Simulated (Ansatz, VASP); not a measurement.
**One calculation of Si, two programs**

Contents of INCAR:

```
SYSTEM = Si
PREC = Accurate
ENCUT = 520
EDIFF = 1E-6
ISMEAR = -1
SIGMA = 0.1
LREAL = .False.
LASPH = .True.
NELM = 100
ALGO = Normal
ISIF = 2
LWAVE = .False.
LCHARG = .True.
LELF = .True.
LVHAR = .True.
NBANDS = 11
```

KPOINTS

```
regular mesh
0
Gamma
  15 15 8
  0 0 0
```

The input POSCAR:

```
Si
1.0
    2.6296187756      0.0000000000      0.0000000000
   -1.3148093878      2.2773166620      0.0000000000
    0.0000000000      0.0000000000      4.4356630283
Si
2
Direct
    0.3333333333      0.6666666667      0.2500000000
    0.6666666667      0.3333333333      0.7500000000
```

Input for Ansatz:

```yaml
crystal:
  lattice:
    - [2.6296187756, 0.0, 0.0]
    - [-1.3148093878, 2.277316662, 0.0]
    - [0.0, 0.0, 4.4356630283]
  atoms:
    - { symbol: Si, position: [0.3333333333, 0.6666666667, 0.25] }
    - { symbol: Si, position: [0.6666666667, 0.3333333333, 0.75] }
hamiltonian:
  xc: lda
  pseudopotentials:
    kind: paw
    azcp:
      Si: "pseudopotentials/Si.paw.azcp"
basis:
  ecutwfc: 420
  fft_grid_basis: typed
kpoints:
  mp_grid: { grid: [15, 15, 8], shift: [0, 0, 0] }
magnetization:
  spin_polarized: false
scf:
  occupations: { method: fermi_dirac, width: 0.1 }
  lower_state_search: "off"
output:
  stress: true
```

Alike in both runs: task single point; functional LDA; k mesh 15 × 15 × 8; occupations fermi-dirac, width 0.1 eV; no spin polarisation.

```csv
,VASP,Ansatz
version,VASP 6.6.1,Ansatz 0.2.0
potentials or method,"VASP PAW LDA potentials, release 64 (Si), cutoff 520 eV","plane waves (420 eV) with PAW, scalar-relativistic"
valence electrons in the cell,8,8
```

```tsv
	VASP	Ansatz	Ansatz less VASP
pressure (GPa)	3.9	3.8	-0.08
traceless stress, the component that is largest in VASP (GPa)	0.82	0.81	-0.015
```

Ansatz warns that its potentials were made for another functional, while VASP's fit it. LDA's correlation is that of Perdew and Zunger in VASP and of Perdew and Wang (1992) in Ansatz.
